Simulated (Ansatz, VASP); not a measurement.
**Sc in VASP and in Ansatz**

```
Sc
1.0
    -1.87840    1.87840    1.68284
     1.87840   -1.87840    1.68284
     1.87840    1.87840   -1.68284
Sc
1
Direct
  0.00000 0.00000 0.00000
```

Change from the starting cell: volume scaled by 0.9405, PAW files.

Alike in both runs: task electric field gradients; functional LDA; k mesh 13 × 13 × 13; occupations fermi-dirac, width 0.03 eV; no spin polarisation.

|  | VASP | Ansatz |
| --- | --- | --- |
| version | VASP 6.6.1 | Ansatz 0.2.0 |
| potentials or method | VASP PAW LDA potentials, release 64 (Sc_sv) | PAW with Ansatz's default frozen-core files, scalar-relativistic |
| plane-wave cutoff (eV) | 520 | 420 |
| valence electrons in the cell | 11 | 11 |

```csv
,VASP,Ansatz,Ansatz less VASP
pressure (GPa),-2.6,-2.7,-0.06
"traceless stress, the component that is largest in VASP (GPa)",0.20,0.22,+0.015
size of Vzz on the site where it differs most (V/Å²),11.1,9.9,-1.18
```

LDA's correlation is that of Perdew and Zunger in VASP and of Perdew and Wang (1992) in Ansatz.
